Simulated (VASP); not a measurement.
# NaI in VASP: notebook, part 2 of 2

VASP 6.6.1.

## Step 3: Single point, r2SCAN

This run uses another cell than the first one, of 33.69 Å³/atom, 0.942 times its volume.

POSCAR reads:

```
NaI
1.0
    0.0000000000      3.2297205115      3.2297205115
    3.2297205115      0.0000000000      3.2297205115
    3.2297205115      3.2297205115      0.0000000000
Na I
1 1
Direct
    0.0000000000      0.0000000000      0.0000000000
    0.5000000000      0.5000000000      0.5000000000
```

INCAR.step1 reads:

```
SYSTEM = NaI
ALGO = Normal ; EDIFF = 1E-4
ENCUT = 520 ; GGA = PE
ISMEAR = 0 ; LASPH = .True.
LCHARG = .False. ; LREAL = .False.
LWAVE = .True. ; NBANDS = 14
NELM = 80 ; PREC = Accurate
SIGMA = 0.01
```

INCAR.step2 reads:

```
SYSTEM = NaI
ALGO = Normal ; EDIFF = 1E-7
ENCUT = 520 ; ISIF = 2
ISMEAR = 0 ; ISTART = 1
LASPH = .True. ; LCHARG = .False.
LMIXTAU = .True. ; LREAL = .False.
LWAVE = .False. ; METAGGA = R2SCAN
NBANDS = 14 ; NELM = 80
PREC = Accurate ; SIGMA = 0.01
```

KPOINTS reads:

```
k-points
0
Gamma
  8 8 8
  0 0 0
```

Potentials or basis: VASP PAW PBE potentials, release 64 (Na_pv, I).

Run with:

```sh
cat potpaw_PBE.64/Na_pv/POTCAR potpaw_PBE.64/I/POTCAR > POTCAR
cp INCAR.step1 INCAR
mpirun -np 1 vasp_std > vasp.out
cp INCAR.step2 INCAR
mpirun -np 1 vasp_std > vasp.out
```

OUTCAR:

```text
SYSTEM = NaI
   EDIFF = 1E-7
   ENCUT = 520
   ISIF = 2
   ISMEAR = 0
   ISTART = 1
   LASPH = .True.
   LREAL = .False.
   METAGGA = R2SCAN
   NELM = 80
   PREC = Accurate

 ion  position               nearest neighbor table
   1  0.000  0.000  0.000-
   2  0.500  0.500  0.500-

  LATTYP: Found a face centered cubic cell.
 ALAT       =     6.4594410230

  Lattice vectors:

 A1 = (   0.0000000000,   3.2297205115,   3.2297205115)
 A2 = (   3.2297205115,   0.0000000000,   3.2297205115)
 A3 = (   3.2297205115,   3.2297205115,   0.0000000000)

Analysis of symmetry for initial positions (statically):
=====================================================================
 Subroutine PRICEL returns:
 Original cell was already a primitive cell.

 Routine SETGRP: Setting up the symmetry group for a
 face centered cubic supercell.

 Subroutine GETGRP returns: Found 48 space group operations
 (whereof 48 operations were pure point group operations)
 out of a pool of 48 trial point group operations.

The static configuration has the point symmetry O_h .

Analysis of symmetry for dynamics (positions and initial velocities):
=====================================================================
 Subroutine PRICEL returns:
 Original cell was already a primitive cell.

 Routine SETGRP: Setting up the symmetry group for a
 face centered cubic supercell.

 Subroutine GETGRP returns: Found 48 space group operations
 (whereof 48 operations were pure point group operations)
 out of a pool of 48 trial point group operations.

The dynamic configuration has the point symmetry O_h .

 Subroutine INISYM returns: Found 48 space group operations
 (whereof 48 operations are pure point group operations),
 and found     1 'primitive' translations

----------------------------------------------------------------------------------------

                                     Primitive cell

  volume of cell :      67.3790

  direct lattice vectors                    reciprocal lattice vectors
     0.000000000  3.229720512  3.229720512    -0.154812157  0.154812157  0.154812157
     3.229720512  0.000000000  3.229720512     0.154812157 -0.154812157  0.154812157
     3.229720512  3.229720512  0.000000000     0.154812157  0.154812157 -0.154812157

  length of vectors
     4.567514550  4.567514550  4.567514550     0.268142522  0.268142522  0.268142522

  position of ions in fractional coordinates (direct lattice)
[... 8 lines left out ...]
----------------------------------------------------------------------------------------

 KPOINTS: k-points

Automatic generation of k-mesh.
 Grid dimensions read from file:
 generate k-points for:    8    8    8

 Generating k-lattice:

  Cartesian coordinates                     Fractional coordinates (reciprocal lattice)
    -0.019351520  0.019351520  0.019351520     0.125000000  0.000000000  0.000000000
     0.019351520 -0.019351520  0.019351520     0.000000000  0.125000000  0.000000000
     0.019351520  0.019351520 -0.019351520     0.000000000  0.000000000  0.125000000

  Length of vectors
     0.033517815  0.033517815  0.033517815

  Shift w.r.t. Gamma in fractional coordinates (k-lattice)
     0.000000000  0.000000000  0.000000000

 Subroutine IBZKPT returns following result:
 ===========================================

 Found     29 irreducible k-points:

 Following reciprocal coordinates:
            Coordinates               Weight
  0.000000  0.000000  0.000000      1.000000
  0.125000  0.000000  0.000000      8.000000
  0.250000  0.000000  0.000000      8.000000
  0.375000  0.000000  0.000000      8.000000
  0.500000  0.000000  0.000000      4.000000
  0.125000  0.125000  0.000000      6.000000
[... 16 lines left out ...]
  0.500000  0.250000  0.125000     48.000000
 -0.375000  0.250000  0.125000     24.000000
 [... further k-points ...]
   k-points           NKPTS =     29   k-points in BZ     NKDIM =     29   number of bands    NBANDS=     14
   number of dos      NEDOS =    301   number of ions     NIONS =      2
   total plane-waves  NPLWV =  46656
   dimension x,y,z NGX =    36 NGY =   36 NGZ =   36
   dimension x,y,z NGXF=    72 NGYF=   72 NGZF=   72
   ions per type =               1   1
   NGX,Y,Z   is equivalent  to a cutoff of  13.10, 13.10, 13.10 a.u.
   NGXF,Y,Z  is equivalent  to a cutoff of  26.21, 26.21, 26.21 a.u.
 SYSTEM =  NaI
   PREC   = accura    normal or accurate (medium, high low for compatibility)
   ISTART =      1    job   : 0-new  1-cont  2-samecut
   ICHARG =      0    charge: 1-file 2-atom 10-const
   ISPIN  =      1    spin polarized calculation?
   LNONCOLLINEAR =      F non collinear calculations
   LSORBIT =      F    spin-orbit coupling
   LASPH  =      T    aspherical Exc in radial PAW
   ENCUT  =  520.0 eV  38.22 Ry    6.18 a.u.   8.49  8.49  8.49*2*pi/ulx,y,z
   NELM   =     80;   NELMIN=  2; NELMDL=  0     # of ELM steps
   EDIFF  = 0.1E-06   stopping-criterion for ELM
   LREAL  =      F    real-space projection
   EDIFFG = 0.1E-05   stopping-criterion for IOM
   NSW    =      0    number of steps for IOM
   IBRION =     -1    ionic relax: 0-MD 1-quasi-New 2-CG
   NFREE  =      0    steps in history (QN), initial steepest desc. (CG)
   ISIF   =      2    stress and relaxation
   ISYM   =      2    0-nonsym 1-usesym 2-fastsym
   POTIM  = 0.5000    time-step for ionic-motion
   TEBEG  =    0.0;   TEEND  =   0.0 temperature during run
   PSTRESS=    0.0 pullay stress
   NELECT =      14.0000    total number of electrons
   NUPDOWN=      -1.0000    fix difference up-down
   EMIN   =  10.00;   EMAX   =-10.00  energy-range for DOS
   EFERMI =   0.00;   METHOD = LEGACY
   ISMEAR =     0;   SIGMA  =   0.01  broadening in eV -4-tet -1-fermi 0-gaus
   EFERMI_NEDOS =   21; number of points for ismear=-14 and -15
   IALGO  =     38    algorithm
   IMIX   =      4    mixing-type and parameters
     AMIX     =   0.40;   BMIX     =  1.00
     AMIX_MAG =   1.60;   BMIX_MAG =  1.00
  volume/ion in A,a.u.               =      33.69       227.35
  Fermi-wavevector in a.u.,A,eV,Ry     =   0.969637  1.832348 12.792145  0.940196
  Thomas-Fermi vector in A             =   2.099706
   LORBIT       =      0    0 simple, 1 ext, 2 COOP (PROOUT), +10 PAW based schemes
   METAGGA = R2SCAN    functional components
   LHFCALC =     F    Hartree Fock is set to
   AEXX    =    0.0000 exact exchange contribution
   IVDW    =     0    specifies the selected vdW correction
   LEPSILON=     F    determine dielectric tensor
   LRPA    =     F    only Hartree local field effects (RPA)
 non-spin polarized calculation
 Gauss-broadening in eV      SIGMA  =   0.01
  energy-cutoff  :      520.00
  volume of cell :       67.38
 maximum number of plane-waves:      1839
 NGX is ok and might be reduce to    36
   NGX = 17   NGY = 17   NGZ = 17

 number of electron      13.9999994 magnetization

 Free energy of the ion-electron system (eV)
  ---------------------------------------------------
  ext. energy  EPLUGINS =         0.00000000
  ---------------------------------------------------
  free energy    TOTEN  =       -31.08585490 eV

  energy without entropy =      -31.08585490  energy(sigma->0) =      -31.08585490

 E-fermi :   0.6521     XC(G=0):  -8.0952

 val. band max:        0.5233089739   @ k =   0.0000   0.0000   0.0000
 cond. band min:       4.9812221823   @ k =   0.0000   0.0000   0.0000
 fundamental gap:      4.4579132084
 Fermi energy:         0.6520804565

 k-point     1 :       0.0000    0.0000    0.0000
  band No.  band energies     occupation
      1     -22.7212      2.00000
      2     -22.7209      2.00000
      3     -22.7209      2.00000
      4     -10.8387      2.00000
      5       0.5233      2.00000
      6       0.5233      2.00000
      7       0.5233      2.00000
      8       4.9812      0.00000
      9       8.9979      0.00000
     10       8.9979      0.00000
     11       8.9979      0.00000
     12      10.8598      0.00000
     13      10.8598      0.00000
     14      11.6458      0.00000
[... 375 lines left out ...]
 k-point    24 :      -0.3750    0.2500    0.1250
  band No.  band energies     occupation
      1     -22.7252      2.00000
      2     -22.7226      2.00000
      3     -22.7217      2.00000
      4     -10.4529      2.00000
      5      -1.4100      2.00000
      6      -0.4132      2.00000
      7       0.0184      2.00000
      8       7.2776      0.00000
      9       7.5414      0.00000
     10       9.4754      0.00000
     11       9.5200      0.00000
     12      11.7747      0.00000
     13      12.9276      0.00000
     14      14.0772      0.00000

 [... further k-points ...]

------------------------ aborting loop because EDIFF is reached ----------------------------------------

  FORCE on cell =-STRESS in cart. coord.  units (eV):
  Direction    XX          YY          ZZ          XY          YZ          ZX
  --------------------------------------------------------------------------------------
  -------------------------------------------------------------------------------------
  Total       -0.0329922     -0.0329922     -0.0329922      0.0000000     -0.0000000      0.0000000
  in kB       -0.7845067     -0.7845067     -0.7845067      0.0000000     -0.0000000      0.0000000
  external PRESSURE =      -0.7845067 kB  Pullay stress =       0.0000000 kB

 VOLUME and BASIS-vectors are now :
 -----------------------------------------------------------------------------
  energy-cutoff  :      520.00
  volume of cell :       67.38
      direct lattice vectors                 reciprocal lattice vectors
     0.000000000  3.229720512  3.229720512    -0.154812157  0.154812157  0.154812157
     3.229720512  0.000000000  3.229720512     0.154812157 -0.154812157  0.154812157
     3.229720512  3.229720512  0.000000000     0.154812157  0.154812157 -0.154812157

 POSITION                                       TOTAL-FORCE (eV/Angst)
 -----------------------------------------------------------------------------------
      0.00000      0.00000      0.00000        -0.000000     -0.000000      0.000000
      3.22972      3.22972      3.22972         0.000000      0.000000     -0.000000
 -----------------------------------------------------------------------------------
    total drift:                                0.000000      0.000000      0.000000

  FREE ENERGIE OF THE ION-ELECTRON SYSTEM (eV)
  ---------------------------------------------------
  free  energy   TOTEN  =       -31.0858549047 eV

  energy  without entropy=      -31.0858549047  energy(sigma->0) =      -31.08585490
```

Run time: 2 min. Hardware: 1 thread of Intel Xeon Platinum 8259CL at 2.50GHz (Skylake/Cascade Lake), shared host; peak memory 0.22 GiB.

Results:

- Free energy: -31.0859 eV
- Pressure: -0.1 GPa
- Band gap on the k mesh: 4.46 eV, direct

Caveat: the PAW data sets were made with another functional, which shifts forces and pressure a little; spin-orbit coupling is left out, which moves the levels of the heavy elements. r2SCAN opens gaps a little over a GGA but as a rule still falls short of measured ones.

## Step 4: Single point, r2SCAN (strain +2.0%)

POSCAR reads:

```
NaI
1.0
    0.0000000000      3.2943149217      3.2943149217
    3.2943149217      0.0000000000      3.2943149217
    3.2943149217      3.2943149217      0.0000000000
Na I
1 1
Direct
    0.0000000000      0.0000000000      0.0000000000
    0.5000000000      0.5000000000      0.5000000000
```

INCAR.step1 reads:

```
SYSTEM = NaI
PREC = Accurate
ENCUT = 520
ISMEAR = 0
SIGMA = 0.01
LREAL = .FALSE.
LASPH = .TRUE.
NELM = 80
NBANDS = 14
GGA = PE
ALGO = Normal
EDIFF = 1E-4
LWAVE = .TRUE.
LCHARG = .FALSE.
```

INCAR.step2 reads:

```
SYSTEM = NaI
PREC = Accurate
ENCUT = 520
EDIFF = 1E-6
ISMEAR = 0
SIGMA = 0.01
LREAL = .FALSE.
LASPH = .TRUE.
NELM = 80
ALGO = Normal
ISIF = 2
LWAVE = .FALSE.
LCHARG = .TRUE.
METAGGA = R2SCAN
LMIXTAU = .TRUE.
LELF = .TRUE.
LVHAR = .TRUE.
NBANDS = 14
ISTART = 1
```

KPOINTS reads:

```
regular mesh
0
G
  8 8 8
  0 0 0
```

Run with:

```sh
cat potpaw_PBE.64/Na_pv/POTCAR potpaw_PBE.64/I/POTCAR > POTCAR
cp INCAR.step1 INCAR
mpirun -np 1 vasp_std > vasp.out
cp INCAR.step2 INCAR
mpirun -np 1 vasp_std > vasp.out
```

Run time: 1.8 min. Hardware: 1 thread of Intel Xeon Platinum 8259CL at 2.50GHz (Skylake/Cascade Lake), shared host; peak memory 0.22 GiB.

Results (log left out):

```yaml
Free_energy: -31.0722 eV
Pressure: -0.9 GPa
Band_gap_on_the_k_mesh: 4.28 eV, direct
```

Levels at points of the mesh, in eV from the valence-band top:
| k point | band 3 | band 4 | band 5 | band 6 | band 7 | band 8 | band 9 | band 10 | band 11 | band 12 |
| --- | --- | --- | --- | --- | --- | --- | --- | --- | --- | --- |
| (0.00, 0.00, 0.00) | -23.31 | -11.21 | 0.00 | 0.00 | 0.00 | 4.28 | 8.47 | 8.47 | 8.47 | 10.24 |
| (0.50, 0.00, 0.00) | -23.31 | -10.93 | -2.00 | -0.26 | -0.26 | 5.67 | 8.02 | 8.02 | 9.37 | 10.91 |
| (0.50, 0.50, 0.00) | -23.31 | -10.86 | -1.77 | -0.69 | -0.69 | 5.19 | 6.11 | 10.37 | 11.96 | 11.96 |

Caveat: the cell differs from its parent crystal (strain +2.0%); the PAW data sets were made with another functional, which shifts forces and pressure a little; spin-orbit coupling is left out, which moves the levels of the heavy elements.

## Step 5: Single point, PBE (epitaxial xy strain -1.0%)

INCAR reads:

```
SYSTEM = NaI
ALGO = Normal ; EDIFF = 1E-6
ENCUT = 520 ; GGA = PE
ISIF = 2 ; ISMEAR = -1
LASPH = .TRUE. ; LCHARG = .TRUE.
LELF = .TRUE. ; LREAL = .FALSE.
LVHAR = .TRUE. ; LWAVE = .FALSE.
NBANDS = 14 ; NELM = 80
PREC = Accurate ; SIGMA = 0.02
```

KPOINTS reads:

```
k-points
0
G
  8 8 8
  0 0 0
```

POSCAR reads:

```
NaI
1.0
    0.0000000000      3.1974233064      3.2458691141
    3.1974233064      0.0000000000      3.2458691141
    3.1974233064      3.1974233064      0.0000000000
Na I
1 1
Direct
    0.0000000000      0.0000000000      0.0000000000
    0.5000000000      0.5000000000      0.5000000000
```

Run with:

```sh
cat potpaw_PBE.64/Na_pv/POTCAR potpaw_PBE.64/I/POTCAR > POTCAR
mpirun -np 1 vasp_std > vasp.out
```

It took 80 s on 1 thread of Intel Xeon Platinum 8259CL at 2.50GHz (Skylake/Cascade Lake), shared host; peak memory 0.22 GiB.

Results (log left out):

| Item | Value |
| --- | --- |
| Free energy | -5.3786 eV |
| Pressure | 0.8 GPa |
| Band gap on the k mesh | 3.69 eV, direct |

Stress tensor (GPa, compression positive):
```
0.98 0.00 0.00
0.00 0.98 0.00
0.00 0.00 0.56
```

Levels at points of the mesh, in eV from the valence-band top:
```csv
k point,band 4,band 5,band 6,band 7,band 8,band 9,band 10,band 11
"(0.00, 0.00, 0.00)",-11.08,-0.02,-0.02,0.00,3.69,7.85,7.95,7.95
"(0.50, 0.00, 0.00)",-10.75,-2.27,-0.32,-0.29,5.09,7.39,7.51,8.88
"(0.50, 0.50, 0.00)",-10.68,-1.99,-0.76,-0.76,4.51,5.53,9.92,11.46
"(0.50, 0.00, 0.50)",-10.66,-1.98,-0.83,-0.77,4.49,5.49,10.03,11.27
```

Caveat: the cell differs from its parent crystal (epitaxial xy strain -1.0%); spin-orbit coupling is left out, which moves the levels of the heavy elements.

## Step 6: Single point, PBE (strain along [111] +4.0%)

INCAR reads:

```
SYSTEM = NaI
ALGO = Normal ; EDIFF = 1E-6
ENCUT = 520 ; GGA = PE
ISIF = 2 ; ISMEAR = -1
LASPH = .TRUE. ; LCHARG = .FALSE.
LREAL = .FALSE. ; LWAVE = .FALSE.
NBANDS = 14 ; NELM = 60
PREC = Accurate ; SIGMA = 0.02
```

KPOINTS is that of step 5.

POSCAR reads:

```
NaI
1.0
    0.0861258803      3.3158463918      3.3158463918
    3.3158463918      0.0861258803      3.3158463918
    3.3158463918      3.3158463918      0.0861258803
Na I
1 1
Direct
    0.0000000000      0.0000000000      0.0000000000
    0.5000000000      0.5000000000      0.5000000000
```

Potentials or basis: VASP PAW PBE potentials, release 64 (Na_pv, I).

Run with:

```sh
cat potpaw_PBE.64/Na_pv/POTCAR potpaw_PBE.64/I/POTCAR > POTCAR
mpirun -np 1 vasp_std > vasp.out
```

Run time: 73 s. Hardware: 1 thread of Intel Xeon Platinum 8259CL at 2.50GHz (Skylake/Cascade Lake), shared host; peak memory 0.24 GiB.

The run converged. Its results:

```yaml
Free_energy: -5.3842 eV
Pressure: -0.1 GPa
Band_gap_on_the_k_mesh: 3.49 eV, direct
```

Stress tensor (GPa, compression positive):
```
-0.08 -0.19 -0.19
-0.19 -0.08 -0.19
-0.19 -0.19 -0.08
```

Levels at points of the mesh, in eV from the valence-band top:
```
           k point  band 3  band 4  band 5  band 6  band 7  band 8  band 9  band 10  band 11  band 12
(0.00, 0.00, 0.00)  -22.54  -10.99   -0.17    0.00    0.00    3.49    7.60     8.01     8.01     9.64
(0.50, 0.00, 0.00)  -22.54  -10.70   -2.11   -0.39   -0.30    4.99    7.18     7.43     8.44    10.15
(0.50, 0.50, 0.00)  -22.54  -10.64   -1.86   -0.83   -0.68    4.40    5.56     9.56    11.03    11.10
(0.50, 0.50, 0.50)  -22.55  -10.74   -2.16   -0.23   -0.23    5.12    7.54     7.54     8.32    10.20
```

Caveat: the cell differs from its parent crystal (strain along [111] +4.0%); spin-orbit coupling is left out, which moves the levels of the heavy elements.

## Step 7: Summary

```tsv
level	cell	smearing	gap on the mesh (eV)	pressure (GPa)
PBE	a = 4.659 Å, angles 60.0°, 2 atoms	fermi-dirac 0.02 eV	3.51	-0.4
r2SCAN	a = 4.568 Å, angles 60.0°, 2 atoms	gaussian 0.01 eV	4.46	-0.1
r2SCAN	a = 4.659 Å, angles 60.0°, 2 atoms	gaussian 0.01 eV	4.28	-0.9
PBE	a = 4.556, b = 4.556, c = 4.522 Å, angles 60.2, 60.2, 59.5°, 2 atoms	fermi-dirac 0.02 eV	3.69	0.8
PBE	a = 4.690 Å, angles 58.3°, 2 atoms	fermi-dirac 0.02 eV	3.49	-0.1
```

Alike in all rows: task single point; potentials or basis VASP PAW PBE potentials, release 64 (Na_pv, I); no spin polarisation; k mesh 8 × 8 × 8; cutoff (eV) 520.

Caveats: spin-orbit coupling is left out, which moves the levels of the heavy elements; the PAW data sets were made with another functional, which shifts forces and pressure a little (some runs).

Total energies depend on the potentials used, so only differences within one code and one set of settings carry meaning.
